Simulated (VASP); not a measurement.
Set up this calculation in VASP 6.6.1, as the native input.

| Item | Value |
| --- | --- |
| Task | single point |
| Functional | PBEsol |
| Potentials or basis | VASP PAW PBE potentials, release 64 (Ta_pv, C) |
| Cutoff | 520 eV |
| k mesh | 10 × 10 × 10 |
| Occupations | gaussian, width 0.15 eV |
| Spin | no spin polarisation |
| Dipole correction | no |
| Further INCAR settings | ALGO = Normal; EDIFF = 1e-07; NBANDS = 37 |

The structure of Ta4C3 lies in POSCAR:

```
Ta4C3
1.0
    4.4026022057      0.0000000000      0.0000000000
    0.0000000000      4.4026022057      0.0000000000
    0.0000000000      0.0000000000      4.4026022057
Ta C
4 3
Direct
    0.0136283037      0.5000000000      0.5000000000
    0.4964122386      0.0000000000      0.5000000000
    0.4964122386      0.5000000000      0.0000000000
   -0.0058556397      0.0000000000      0.0000000000
    0.4973856645      0.0000000000      0.0000000000
   -0.0031908517      0.5000000000      0.0000000000
   -0.0031908517      0.0000000000      0.5000000000
```

This cell differs from its parent crystal: atoms displaced along a vibrational mode.

The input as run:

INCAR

```
SYSTEM = Ta4C3
ALGO     = Normal         ! electronic algorithm
EDIFF    = 1E-7           ! SCF threshold, eV
ENCUT    = 520            ! plane-wave cutoff, eV
GGA      = PS             ! functional
ISIF     = 2              ! what is computed and relaxed
ISMEAR   = 0              ! smearing method
LASPH    = .True.         ! aspherical terms in the spheres
LCHARG   = .False.        ! write CHGCAR
LREAL    = .False.        ! projectors in reciprocal space
LWAVE    = .False.        ! write WAVECAR
NBANDS   = 37             ! bands
NELM     = 100            ! most SCF steps
PREC     = Accurate       ! precision mode
SIGMA    = 0.15           ! smearing width, eV
```

KPOINTS

```
k-points
0
Gamma
  10 10 10
  0 0 0
```

Potentials or basis: VASP PAW PBE potentials, release 64 (Ta_pv, C).

Run with:

```sh
$ cat potpaw_PBE.64/Ta_pv/POTCAR potpaw_PBE.64/C/POTCAR > POTCAR
$ mpirun -np 1 vasp_std > vasp.out
```

Results of the run:

The pressure is 0.8 GPa and the largest force is 0.475 eV/Å. The band gap on the k mesh is zero (bands 28 and 29 overlap by 1.00 eV).

Caveat: the cell differs from its parent crystal (atoms displaced along a vibrational mode); the PAW data sets were made with another functional, which shifts forces and pressure a little; spin-orbit coupling is left out, which moves the levels of the heavy elements.

Wall time 2.6 min on 1 thread of Intel(R) Xeon(R) 6975P-C (Granite Rapids) (shared host), peak memory 0.42 GiB.
